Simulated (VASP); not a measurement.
Set up this calculation in VASP 6.6.1, as the native input.

- Task: single point
- Functional: LDA
- Potentials or basis: VASP PAW LDA potentials, release 64 (Mg_sv, Al, C)
- Cutoff: 840 eV
- k mesh: 12 × 12 × 6
- Occupations: gaussian, width 0.01 eV
- Spin: no spin polarisation
- Dipole correction: no
- Further INCAR settings: ALGO = Normal; EDIFF = 1e-06; NBANDS = 20

The structure of MgAl2C2 lies in POSCAR:

```
MgAl2C2
1.0
    3.3294002220      0.0000000000      0.0000000000
   -1.6647001110      2.8833451716      0.0000000000
    0.0000000000      0.0000000000      5.6503779674
Mg Al C
1 2 2
Direct
    0.0000000000      0.0000000000      0.0000000000
    0.3333333333      0.6666666667      0.3491345721
    0.6666666667      0.3333333333      0.6508654279
    0.3333333333      0.6666666667      0.7324661574
    0.6666666667      0.3333333333      0.2675338426
```

One way to write it, as run:

INCAR

```
PREC = Accurate ; ENCUT = 840
EDIFF = 1E-6 ; ISMEAR = 0
SIGMA = 0.01 ; LREAL = F
LASPH = T ; NELM = 120
ALGO = Normal ; ISIF = 2
LWAVE = F ; LCHARG = F
GGA = CA ; NBANDS = 20
GGA_COMPAT = F
```

KPOINTS

```
Automatic mesh
0
Gamma
  12 12 6
```

Potentials or basis: VASP PAW LDA potentials, release 64 (Mg_sv, Al, C).

Command:

```sh
$ cat potpaw_LDA.64/Mg_sv/POTCAR potpaw_LDA.64/Al/POTCAR potpaw_LDA.64/C/POTCAR > POTCAR
$ mpirun -np 1 vasp_std > vasp.out
```

Results of the run:

```json
{
  "Pressure": "3.3 GPa",
  "Largest force": "0.011 eV/Å",
  "Band gap on the k mesh": "1.79 eV (least direct gap 3.01 eV)"
}
```

Caveat: the cell stands under pressure.

Run time: 2 min on 1 thread of Intel(R) Xeon(R) 6975P-C (Granite Rapids) (shared host), peak memory 0.33 GiB.
